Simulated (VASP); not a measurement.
The system is GaSb.

```xyz
2
Lattice="-2.6972 2.6972 1.5582 2.6972 -2.6972 1.5582 2.6972 2.6972 -1.5582" Properties=species:S:1:pos:R:3 pbc="T T T"
Sb    0.0000    0.0000    0.0000
Ga    0.0000    2.6972    0.7791
```

This cell differs from its parent crystal: volume scaled by 0.94.

Base run:

* Program: VASP 6.6.1
* Functional: PBEsol
* Potentials or basis: VASP PAW PBE potentials, release 64 (Sb, Ga_d)
* Cutoff: 520 eV
* k mesh: 10 × 10 × 10
* Occupations: fermi-dirac, width 0.05 eV
* Spin: no spin polarisation

Its results: band gap on the k mesh zero (band 9 reaches 8.91 eV, above the bottom of band 10 at 4.17 eV); pressure 0.5 GPa.

Question: The run is repeated on the same cell with these changes: functional from PBEsol to PBE. What comes out?

Answer: Band gap on the k mesh zero (band 9 reaches 9.07 eV, above the bottom of band 10 at 4.33 eV); pressure 3.9 GPa.

PBE binds less tightly than PBEsol, so the same cell stands under more pressure.

Caveats: spin-orbit coupling is left out, which moves the levels of the heavy elements; the PAW data sets were made with another functional, which shifts forces and pressure a little (some runs).
